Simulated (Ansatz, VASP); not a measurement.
**TiC in VASP and in Ansatz**

```
CELL_PARAMETERS angstrom
0.00000 2.16572 2.16572
2.16572 0.00000 2.16572
2.16572 2.16572 0.00000
ATOMIC_POSITIONS crystal
Ti 0.00000 0.00000 0.00000
C 0.50000 0.50000 0.50000
```

Alike in both runs: task single point; functional PBE-based screened hybrid with a share of 0.25 of exact exchange and HFSCREEN = 0.2078699; k mesh 6 × 6 × 6; occupations fermi-dirac, width 0.05 eV; no spin polarisation.

|  | VASP | Ansatz |
| --- | --- | --- |
| version | VASP 6.6.1 | Ansatz 0.2.0 |
| potentials or method | VASP PAW PBE potentials, release 64 (Ti_sv, C) | Ansatz PAW |
| plane-wave cutoff (eV) | 520 | 420 |
| valence electrons in the cell | 16 | 16 |

|  | VASP | Ansatz | Ansatz less VASP |
| --- | --- | --- | --- |
| gap on the k mesh at the Fermi level (eV) | none | none | - |
| pressure (GPa) | -4.7 | -4.7 | 0.00 |

VASP's potentials were made for PBE, not for PBE-based screened hybrid. A gap of «none» marks a metal or a gap that the smearing closes. The functional is the same, so the differences come from potentials, cutoffs and numerics.

The k mesh is coarse, so the values compare programs but aren't converged.
